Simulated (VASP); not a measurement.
Si4N:

```
CELL_PARAMETERS angstrom
-2.05315 2.05315 5.12542
2.05315 -2.05315 5.12542
2.05315 2.05315 -5.12542
ATOMIC_POSITIONS crystal
Si 0.75000 0.25000 0.50000
Si 0.25000 0.75000 0.50000
Si 0.39572 0.39572 0.00000
Si 0.60428 0.60428 0.00000
N 0.00000 0.00000 0.00000
```

The cell was generated, and may not be a known phase.

```yaml
Program: VASP 6.6.1
Task: relaxation of cell and atoms
Functional: PBE
Potentials_or_basis: VASP PAW PBE potentials, release 64 (Si, N)
Cutoff: 600 eV
k_mesh: 6 × 6 × 6
Occupations: gaussian, width 0.1 eV
Spin: collinear spin, ferromagnetic start
Starting_moments: "[0.0, 0.0, 0.0, 0.0, 1.0] μB"
```

At the start: pressure -5.8 GPa; volume 17.28 Å³/atom.

**Question.** How do energy, volume and symmetry change on relaxing?

**Answer.** Over 15 steps the energy falls by 146.5 meV/atom and the volume is 16.67 Å³/atom (-3.5 %); space group I4/mmm (No. 139, to 0.1 Å) before and after; moment 2.04 μB per cell.

Step by step:
| step | energy change (eV) | largest force (eV/Å) | pressure (GPa) | volume (Å³) |
| --- | --- | --- | --- | --- |
| 1 | 0.0000 | 3.6319 | -5.85 | 86.42 |
| 2 | -0.3243 | 1.9811 | 2.66 | 78.74 |
| 3 | -0.4941 | 0.0833 | -2.34 | 81.58 |
| 4 | -0.4942 | 0.1487 | -2.21 | 81.49 |
| 5 | -0.5543 | 0.0802 | 1.05 | 78.57 |
| 6 | -0.5566 | 0.0564 | 1.82 | 78.00 |
| 7 | -0.5891 | 0.5484 | 1.28 | 78.86 |
| 8 | -0.5946 | 0.9517 | 1.06 | 79.37 |
| 9 | -0.6150 | 0.8794 | 0.78 | 80.00 |
| 10 | -0.6730 | 0.6884 | 0.00 | 81.87 |
| 11 | -0.7189 | 0.2681 | -1.89 | 85.51 |
| 12 | -0.7201 | 0.3457 | -1.49 | 84.84 |
| 13 | -0.7306 | 0.0294 | -0.57 | 83.95 |
| 14 | -0.7315 | 0.0887 | -0.21 | 83.62 |
| 15 | -0.7326 | 0.0113 | 0.03 | 83.36 |

Final structure:
```yaml
crystal:
  lattice:
    - [-2.14375, 2.14375, 4.53447]
    - [2.14375, -2.14375, 4.53447]
    - [2.14375, 2.14375, -4.53447]
  atoms:
    - { symbol: Si, position: [0.75000, 0.25000, 0.50000] }
    - { symbol: Si, position: [0.25000, 0.75000, 0.50000] }
    - { symbol: Si, position: [0.37408, 0.37408, 0.00000] }
    - { symbol: Si, position: [0.62592, 0.62592, 0.00000] }
    - { symbol: N, position: [0.00000, 0.00000, 0.00000] }
```
